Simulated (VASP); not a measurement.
# Sc (I4/mmm) in VASP: settings compared

Sc is run at these levels: PBE, PBE+D3(BJ), PBE+D4; tasks: single point, relaxation of cell and atoms.

Everything below comes from runs of VASP 6.6.1. Logs are shortened: lines on timing, memory, paths and dates and some standing lists are left out, and cuts for length are marked.

### 1 The cell of the first run

The structure is tetragonal, space group I4/mmm (No. 139). The conventional cell has a = 3.910 Å, b = 3.910 Å, c = 3.503 Å, α = 90.00°, β = 90.00°, γ = 90.00°. Within 4.3 Å of Sc (site symmetry 4/mmm) lie 14 Sc at 3.27 to 3.91 Å.

### 2 Single point, PBE (26.77 Å³/atom)

Input file INCAR:

```
SYSTEM = Sc
ALGO     = Fast           ! electronic algorithm
EDIFF    = 1E-6           ! SCF threshold, eV
ENCUT    = 520            ! plane-wave cutoff, eV
GGA      = PE             ! functional
ISIF     = 2              ! what is computed and relaxed
ISMEAR   = -1             ! smearing method
LASPH    = .TRUE.         ! aspherical terms in the spheres
LCHARG   = .TRUE.         ! write CHGCAR
LELF     = .TRUE.         ! ELF
LREAL    = .FALSE.        ! projectors in reciprocal space
LVHAR    = .TRUE.       
LWAVE    = .FALSE.        ! write WAVECAR
NBANDS   = 12             ! bands
NELM     = 80             ! most SCF steps
PREC     = Accurate       ! precision mode
SIGMA    = 0.05           ! smearing width, eV
```

Input file KPOINTS:

```
k-points
0
G
  10 10 10
  0 0 0
```

Input file POSCAR:

```
Sc
1.0
   -1.9548072966      1.9548072966      1.7512900426
    1.9548072966     -1.9548072966      1.7512900426
    1.9548072966      1.9548072966     -1.7512900426
Sc
1
Direct
    0.0000000000      0.0000000000      0.0000000000
```

Potentials or basis: VASP PAW PBE potentials, release 64 (Sc_sv).

The run is started by

```console
cat potpaw_PBE.64/Sc_sv/POTCAR > POTCAR
mpirun -np 1 vasp_std > vasp.out
```

OUTCAR:

```text
SYSTEM = Sc
   EDIFF = 1E-6
   ENCUT = 520
   GGA = PE
   ISIF = 2
   ISMEAR = -1
   LASPH = .TRUE.
   LREAL = .FALSE.
   NELM = 80
   PREC = Accurate

 ion  position               nearest neighbor table
   1  0.000  0.000  0.000-

  LATTYP: Found a body centered tetragonal cell.
 ALAT       =     3.9096145932
 C/A-ratio  =     0.8958888406

  Lattice vectors:

 A1 = (  -1.9548072966,   1.9548072966,   1.7512900426)
 A2 = (   1.9548072966,  -1.9548072966,   1.7512900426)
 A3 = (   1.9548072966,   1.9548072966,  -1.7512900426)

Analysis of symmetry for initial positions (statically):
=====================================================================
 Subroutine PRICEL returns:
 Original cell was already a primitive cell.

 Routine SETGRP: Setting up the symmetry group for a
 body centered tetragonal supercell.

 Subroutine GETGRP returns: Found 16 space group operations
 (whereof 16 operations were pure point group operations)
 out of a pool of 16 trial point group operations.

The static configuration has the point symmetry D_4h.

Analysis of symmetry for dynamics (positions and initial velocities):
=====================================================================
 Subroutine PRICEL returns:
 Original cell was already a primitive cell.

 Routine SETGRP: Setting up the symmetry group for a
 body centered tetragonal supercell.

 Subroutine GETGRP returns: Found 16 space group operations
 (whereof 16 operations were pure point group operations)
 out of a pool of 16 trial point group operations.

The dynamic configuration has the point symmetry D_4h.

 Subroutine INISYM returns: Found 16 space group operations
 (whereof 16 operations are pure point group operations),
 and found     1 'primitive' translations

----------------------------------------------------------------------------------------

                                     Primitive cell

  volume of cell :      26.7686

  direct lattice vectors                    reciprocal lattice vectors
    -1.954807297  1.954807297  1.751290043     0.000000000  0.255779688  0.285503822
     1.954807297 -1.954807297  1.751290043     0.255779688  0.000000000  0.285503822
     1.954807297  1.954807297 -1.751290043     0.255779688  0.255779688  0.000000000

  length of vectors
     3.272546401  3.272546401  3.272546401     0.383321902  0.383321902  0.361727103

  position of ions in fractional coordinates (direct lattice)
     0.000000000  0.000000000  0.000000000

  ion indices of the primitive-cell ions
   primitive index   ion index
                 1           1

----------------------------------------------------------------------------------------

 KPOINTS: k-points

Automatic generation of k-mesh.
 Grid dimensions read from file:
 generate k-points for:   10   10   10

 Generating k-lattice:

  Cartesian coordinates                     Fractional coordinates (reciprocal lattice)
     0.000000000  0.025577969  0.028550382     0.100000000 -0.000000000  0.000000000
     0.025577969  0.000000000  0.028550382    -0.000000000  0.100000000  0.000000000
     0.025577969  0.025577969  0.000000000     0.000000000  0.000000000  0.100000000

  Length of vectors
     0.038332190  0.038332190  0.036172710

  Shift w.r.t. Gamma in fractional coordinates (k-lattice)
     0.000000000  0.000000000  0.000000000

 Subroutine IBZKPT returns following result:
 ===========================================

 Found    102 irreducible k-points:

 Following reciprocal coordinates:
            Coordinates               Weight
  0.000000  0.000000  0.000000      1.000000
  0.100000 -0.000000  0.000000      8.000000
  0.200000 -0.000000  0.000000      8.000000
  0.300000  0.000000 -0.000000      8.000000
  0.400000 -0.000000  0.000000      8.000000
  0.500000  0.000000  0.000000      4.000000
[... 16 lines left out ...]
  0.300000  0.300000  0.000000      8.000000
  0.400000  0.300000  0.000000     16.000000
 [... further k-points ...]
   k-points           NKPTS =    102   k-points in BZ     NKDIM =    102   number of bands    NBANDS=     12
   number of dos      NEDOS =    301   number of ions     NIONS =      1
   total plane-waves  NPLWV =  13824
   dimension x,y,z NGX =    24 NGY =   24 NGZ =   24
   dimension x,y,z NGXF=    48 NGYF=   48 NGZF=   48
   ions per type =               1
   NGX,Y,Z   is equivalent  to a cutoff of  12.19, 12.19, 12.19 a.u.
   NGXF,Y,Z  is equivalent  to a cutoff of  24.38, 24.38, 24.38 a.u.
 SYSTEM =  Sc
   PREC   = accura    normal or accurate (medium, high low for compatibility)
   ISTART =      0    job   : 0-new  1-cont  2-samecut
   ICHARG =      2    charge: 1-file 2-atom 10-const
   ISPIN  =      1    spin polarized calculation?
   LNONCOLLINEAR =      F non collinear calculations
   LSORBIT =      F    spin-orbit coupling
   LASPH  =      T    aspherical Exc in radial PAW
   ENCUT  =  520.0 eV  38.22 Ry    6.18 a.u.   6.08  6.08  6.08*2*pi/ulx,y,z
   NELM   =     80;   NELMIN=  2; NELMDL= -5     # of ELM steps
   EDIFF  = 0.1E-05   stopping-criterion for ELM
   LREAL  =      F    real-space projection
   EDIFFG = 0.1E-04   stopping-criterion for IOM
   NSW    =      0    number of steps for IOM
   IBRION =     -1    ionic relax: 0-MD 1-quasi-New 2-CG
   NFREE  =      0    steps in history (QN), initial steepest desc. (CG)
   ISIF   =      2    stress and relaxation
   ISYM   =      2    0-nonsym 1-usesym 2-fastsym
   POTIM  = 0.5000    time-step for ionic-motion
   TEBEG  =    0.0;   TEEND  =   0.0 temperature during run
   PSTRESS=    0.0 pullay stress
   NELECT =      11.0000    total number of electrons
   NUPDOWN=      -1.0000    fix difference up-down
   EMIN   =  10.00;   EMAX   =-10.00  energy-range for DOS
   EFERMI =   0.00;   METHOD = LEGACY
   ISMEAR =    -1;   SIGMA  =   0.05  broadening in eV -4-tet -1-fermi 0-gaus
   EFERMI_NEDOS =   21; number of points for ismear=-14 and -15
   IALGO  =     68    algorithm
   IMIX   =      4    mixing-type and parameters
     AMIX     =   0.40;   BMIX     =  1.00
     AMIX_MAG =   1.60;   BMIX_MAG =  1.00
  volume/ion in A,a.u.               =      26.77       180.64
  Fermi-wavevector in a.u.,A,eV,Ry     =   1.217112  2.300007 20.155135  1.481361
  Thomas-Fermi vector in A             =   2.352443
   LORBIT       =      0    0 simple, 1 ext, 2 COOP (PROOUT), +10 PAW based schemes
   GGA     = PE    functional components
   LHFCALC =     F    Hartree Fock is set to
   AEXX    =    0.0000 exact exchange contribution
   IVDW    =     0    specifies the selected vdW correction
   LEPSILON=     F    determine dielectric tensor
   LRPA    =     F    only Hartree local field effects (RPA)
 non-spin polarized calculation
 RMM-DIIS sequential band-by-band and
  energy-cutoff  :      520.00
  volume of cell :       26.77
 maximum number of plane-waves:       744
   NGX = 13   NGY = 13   NGZ = 13

 number of electron      10.9999998 magnetization

 Free energy of the ion-electron system (eV)
  ---------------------------------------------------
  ext. energy  EPLUGINS =         0.00000000
  ---------------------------------------------------
  free energy    TOTEN  =        -6.13001665 eV

  energy without entropy =       -6.10713167  energy(sigma->0) =       -6.11857416

 E-fermi :   3.3099     XC(G=0):  -9.5568

 val. band max:        3.3083148034   @ k =  -0.4000   0.4000   0.1000
 cond. band min:       3.3139391748   @ k =   0.3000   0.2000   0.2000
 fundamental gap:      0.0056243714
 Fermi energy:         3.3099245918

 k-point     1 :       0.0000    0.0000    0.0000
  band No.  band energies     occupation
      1     -46.4800      2.00000
      2     -24.9376      2.00000
      3     -24.9376      2.00000
      4     -24.9086      2.00000
      5      -1.7490      2.00000
      6       4.2739      0.00000
      7       4.9151      0.00000
      8       4.9151      0.00000
      9       5.5117      0.00000
     10       6.2197      0.00000
     11      16.3441      0.00000
     12      16.3441      0.00000

 k-point     2 :       0.1000   -0.0000    0.0000
  band No.  band energies     occupation
      1     -46.4756      2.00000
      2     -24.9569      2.00000
      3     -24.9473      2.00000
      4     -24.9204      2.00000
      5      -1.4904      2.00000
      6       4.2909      0.00000
      7       4.8277      0.00000
      8       4.9368      0.00000
      9       5.5474      0.00000
     10       6.1156      0.00000
     11      16.2359      0.00000
     12      16.5506      0.00000

 k-point     3 :       0.2000   -0.0000    0.0000
  band No.  band energies     occupation
      1     -46.4639      2.00000
      2     -25.0280      2.00000
      3     -24.9726      2.00000
      4     -24.9296      2.00000
      5      -0.7563      2.00000
      6       4.1001      0.00000
      7       4.4650      0.00000
      8       5.2936      0.00000
      9       5.7389      0.00000
     10       5.9690      0.00000
     11      15.0237      0.00000
     12      15.7406      0.00000
[... 286 lines left out ...]
 k-point    23 :       0.3000    0.3000    0.0000
  band No.  band energies     occupation
      1     -46.4296      2.00000
      2     -25.1569      2.00000
      3     -25.1041      2.00000
      4     -24.9737      2.00000
      5       2.7105      1.99999
      6       2.9711      1.99772
      7       3.4495      0.11552
      8       5.8035      0.00000
      9       6.4720      0.00000
     10       8.5002      0.00000
     11       9.6491      0.00000
     12       9.9749      0.00000

 k-point    24 :       0.4000    0.3000    0.0000
  band No.  band energies     occupation
      1     -46.4311      2.00000
      2     -25.1587      2.00000
      3     -25.0962      2.00000
      4     -24.9661      2.00000
      5       2.5774      2.00000
      6       3.0923      1.97459
      7       3.4175      0.20839
      8       5.9181      0.00000
      9       6.0790      0.00000
     10       8.3320      0.00000
     11       9.5104      0.00000
     12      10.5282      0.00000

 [... further k-points ...]

------------------------ aborting loop because EDIFF is reached ----------------------------------------

  FORCE on cell =-STRESS in cart. coord.  units (eV):
  Direction    XX          YY          ZZ          XY          YZ          ZX
  --------------------------------------------------------------------------------------
  -------------------------------------------------------------------------------------
  Total       -0.6262353     -0.6262353     -0.4587070      0.0000000      0.0000000     -0.0000000
  in kB      -37.4819475    -37.4819475    -27.4549071      0.0000000      0.0000000     -0.0000000
  external PRESSURE =     -34.1396007 kB  Pullay stress =       0.0000000 kB

 VOLUME and BASIS-vectors are now :
 -----------------------------------------------------------------------------
  energy-cutoff  :      520.00
  volume of cell :       26.77
      direct lattice vectors                 reciprocal lattice vectors
    -1.954807297  1.954807297  1.751290043     0.000000000  0.255779688  0.285503822
     1.954807297 -1.954807297  1.751290043     0.255779688  0.000000000  0.285503822
     1.954807297  1.954807297 -1.751290043     0.255779688  0.255779688  0.000000000

 POSITION                                       TOTAL-FORCE (eV/Angst)
 -----------------------------------------------------------------------------------
      0.00000      0.00000      0.00000        -0.000000      0.000000      0.000000
 -----------------------------------------------------------------------------------
    total drift:                                0.000000      0.000000      0.000000

  FREE ENERGIE OF THE ION-ELECTRON SYSTEM (eV)
  ---------------------------------------------------
  free  energy   TOTEN  =        -6.1300166505 eV

  energy  without entropy=       -6.1071316683  energy(sigma->0) =       -6.11857416
```

Wall time 8.8 s (1 thread of Intel Xeon 6975P-C (Granite Rapids), shared host); peak memory 0.15 GiB.

Results:

```
Free energy            : -6.1300 eV
Pressure               : -3.4 GPa
Band gap on the k mesh : zero (an odd number of electrons rules out a gap without spin polarisation)
```

Levels at points of the mesh, in eV from the Fermi level:
| k point | band 2 | band 3 | band 4 | band 5 | band 6 | band 7 | band 8 | band 9 |
| --- | --- | --- | --- | --- | --- | --- | --- | --- |
| (0.00, 0.00, 0.00) | -28.25 | -28.25 | -28.22 | -5.06 | 0.96 | 1.61 | 1.61 | 2.20 |
| (0.50, 0.00, 0.00) | -28.53 | -28.35 | -28.25 | -1.60 | 0.09 | 0.52 | 2.56 | 3.22 |
| (0.50, 0.50, 0.00) | -28.54 | -28.30 | -28.24 | -1.76 | -0.02 | 0.83 | 2.10 | 2.68 |
| (0.50, 0.50, 0.50) | -28.47 | -28.47 | -28.38 | -1.15 | -0.95 | 3.47 | 3.47 | 3.59 |

Caveat: the cell stands under tension.

### 3 Relaxation of cell and atoms, PBE

This run uses another cell than the first one, of 25.25 Å³/atom.

Input file INCAR:

```
SYSTEM = Sc
ALGO = Normal ; EDIFF = 1E-7
EDIFFG = -0.01 ; ENCUT = 600
GGA = PE ; IBRION = 2
ISIF = 3 ; ISMEAR = -1
LASPH = .True. ; LCHARG = .False.
LREAL = .False. ; LWAVE = .False.
NELM = 80 ; NSW = 60
PREC = Accurate ; SIGMA = 0.05
```

Input file KPOINTS:

```
k-points
0
Gamma
  10 10 10
  0 0 0
```

Input file POSCAR:

```
Sc
1.0
   -1.9172054859      1.9172054859      1.7176030000
    1.9172054859     -1.9172054859      1.7176030000
    1.9172054859      1.9172054859     -1.7176030000
Sc
1
Direct
    0.0000000000      0.0000000000      0.0000000000
```

Potentials or basis: VASP PAW PBE potentials, release 64 (Sc_sv).

The run is started by

```console
cat potpaw_PBE.64/Sc_sv/POTCAR > POTCAR
mpirun -np 1 vasp_std > vasp.out
```

Run time: 82 s. Hardware: 1 thread of Intel Xeon 6975P-C (Granite Rapids), shared host; peak memory 0.19 GiB.

It converged, with:

- Free energy: -6.1553 eV
- Relaxed volume: 24.89 Å³/atom
- Relaxed cell: a = 3.186 Å, b = 3.186 Å, c = 3.186 Å, α = 109.21°, β = 109.21°, γ = 109.99°
- Space group after relaxing (to 0.1 Å): Im-3m (No. 229)
- Energy gained by relaxing: 5.5 meV/atom
- Ionic steps: 11
- Pressure after relaxing: 0.0 GPa
- Band gap on the k mesh: zero (an odd number of electrons rules out a gap without spin polarisation)

The path:
| step | energy change (eV) | largest force (eV/Å) | pressure (GPa) | volume (Å³) |
| --- | --- | --- | --- | --- |
| 1 | 0.0000 | 0.0000 | -0.73 | 25.25 |
| 2 | -0.0016 | 0.0000 | 0.13 | 24.83 |
| 3 | -0.0017 | 0.0000 | 0.31 | 24.75 |
| 4 | -0.0026 | 0.0000 | 0.24 | 24.78 |
| 5 | -0.0044 | 0.0000 | 0.09 | 24.85 |
| 6 | -0.0055 | 0.0000 | -0.13 | 24.96 |
| 7 | -0.0055 | 0.0000 | -0.12 | 24.95 |
| 8 | -0.0055 | 0.0000 | -0.10 | 24.94 |
| 9 | -0.0055 | 0.0000 | -0.11 | 24.94 |
| 10 | -0.0054 | 0.0000 | 0.21 | 24.79 |
| 11 | -0.0055 | 0.0000 | 0.00 | 24.89 |

Final structure:
```
Sc
1.0
    -1.84525    1.84525    1.82756
     1.84525   -1.84525    1.82756
     1.84525    1.84525   -1.82756
Sc
1
Direct
  0.00000 0.00000 0.00000
```

Levels at points of the mesh, in eV from the Fermi level:
| k point | band 2 | band 3 | band 4 | band 5 | band 6 | band 7 | band 8 | band 9 |
| --- | --- | --- | --- | --- | --- | --- | --- | --- |
| (0.00, 0.00, 0.00) | -28.03 | -28.03 | -28.03 | -5.21 | 1.40 | 1.46 | 1.46 | 2.79 |
| (0.50, 0.00, 0.00) | -28.41 | -28.15 | -28.03 | -1.76 | 0.26 | 0.45 | 2.82 | 3.14 |
| (0.50, 0.50, 0.00) | -28.41 | -28.15 | -28.03 | -1.77 | 0.33 | 0.40 | 2.75 | 3.10 |
| (0.50, 0.50, 0.50) | -28.30 | -28.30 | -28.29 | -1.21 | -1.19 | 3.81 | 3.81 | 3.83 |

### 4 Relaxation of cell and atoms, PBE+D3(BJ)

This run uses another cell than the first one, of 25.25 Å³/atom.

Input file INCAR:

```
SYSTEM = Sc
PREC = Accurate
ENCUT = 600
EDIFF = 1E-6
ISMEAR = -1
SIGMA = 0.05
LREAL = .FALSE.
LASPH = .TRUE.
NELM = 80
ALGO = Normal
ISIF = 3
LWAVE = .FALSE.
LCHARG = .FALSE.
GGA = PE
IVDW = 12
IBRION = 2
NSW = 60
EDIFFG = -0.01
```

Input file KPOINTS:

```
Automatic mesh
0
G
  10 10 10
  0 0 0
```

POSCAR is that of step 3.

The run is started by

```console
cat potpaw_PBE.64/Sc_sv/POTCAR > POTCAR
mpirun -np 1 vasp_std > vasp.out
```

It took 69 s on 1 thread of Intel Xeon 6975P-C (Granite Rapids), shared host; peak memory 0.19 GiB.

It converged, with:

```yaml
Free_energy: -6.5485 eV
Relaxed_volume: 23.71 Å³/atom
Relaxed_cell: a = 3.135 Å, b = 3.135 Å, c = 3.135 Å, α = 109.10°, β = 109.10°, γ = 110.21°
Space_group_after_relaxing_to_0.1_Å: Im-3m (No. 229)
Energy_gained_by_relaxing: 20.4 meV/atom
Ionic_steps: 10
Pressure_after_relaxing: 0.0 GPa
Band_gap_on_the_k_mesh: zero (an odd number of electrons rules out a gap without spin polarisation)
Dispersion_energy_per_atom: -0.403 eV
```

The path:
```
step  energy change (eV)  largest force (eV/Å)  pressure (GPa)  volume (Å³)
   1              0.0000                0.0000           -3.17        25.25
   2             -0.0168                0.0000            0.49        23.47
   3             -0.0170                0.0000            0.08        23.64
   4             -0.0176                0.0000            0.07        23.65
   5             -0.0190                0.0000            0.07        23.66
   6             -0.0203                0.0000            0.14        23.65
   7             -0.0204                0.0000            0.18        23.64
   8             -0.0204                0.0000            0.18        23.64
   9             -0.0201                0.0000           -0.49        23.93
  10             -0.0204                0.0000            0.02        23.71
```

Final structure:
```yaml
crystal:
  lattice:
    - [-1.81813, 1.81813, 1.79349]
    - [1.81813, -1.81813, 1.79349]
    - [1.81813, 1.81813, -1.79349]
  atoms:
    - { symbol: Sc, position: [0.00000, 0.00000, 0.00000] }
```

Levels at points of the mesh, in eV from the Fermi level:
```tsv
k point	band 2	band 3	band 4	band 5	band 6	band 7	band 8	band 9
(0.00, 0.00, 0.00)	-27.88	-27.88	-27.88	-5.31	1.45	1.53	1.53	2.92
(0.50, 0.00, 0.00)	-28.32	-28.02	-27.88	-1.83	0.24	0.55	2.98	3.32
(0.50, 0.50, 0.00)	-28.33	-28.02	-27.88	-1.85	0.34	0.48	2.89	3.27
(0.50, 0.50, 0.50)	-28.19	-28.19	-28.18	-1.33	-1.29	4.03	4.03	4.05
```

(Continued in part 2 of 2.)
